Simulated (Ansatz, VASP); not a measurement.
**TaGeI in VASP and in Ansatz**

```
Ta Ge I
1.0
     4.65612    0.00000    0.00000
     0.00000    4.65612    0.00000
     0.00000    0.00000    6.91999
Ta Ge I
2 2 2
Cartesian
  2.3281 0.0000 1.7870
  0.0000 2.3281 5.1330
  2.3281 2.3281 0.0000
  0.0000 0.0000 0.0000
  2.3281 0.0000 4.9982
  0.0000 2.3281 1.9218
```

Change from the starting cell: species swapped into the MnCoSb type (P4/nmm, No. 129).

Alike in both runs: task relaxation of cell and atoms; functional PBE; k mesh 4 × 4 × 4; occupations gaussian, width 0.1 eV; no spin polarisation.

```csv
,VASP,Ansatz
version,VASP 6.6.1,Ansatz 0.2.0
potentials or method,"VASP PAW PBE potentials, release 64 (Ta_pv, Ge_d, I), cutoff 600 eV","scalar-relativistic, plane waves, PAW"
valence electrons in the cell,64,88
```

Ansatz gave:

```
gap on the k mesh at the Fermi level, each at its own relaxed structure (eV) : none
relaxed volume (Å³/atom)                                                     : 23.90
relaxed cell length with the largest relative difference (Å)                 : 10.772
```

Q: Which values does VASP return?

A: gap on the k mesh at the Fermi level, each at its own relaxed structure (eV): none; relaxed volume (Å³/atom): 23.31; relaxed cell length with the largest relative difference (Å): 10.439.

A gap of «none» marks a metal or a gap that the smearing closes. VASP's potentials hold 64 valence electrons a cell and Ansatz's 88, so a difference there can come from the potentials and not from the codes.

Neither program's run includes spin-orbit coupling.
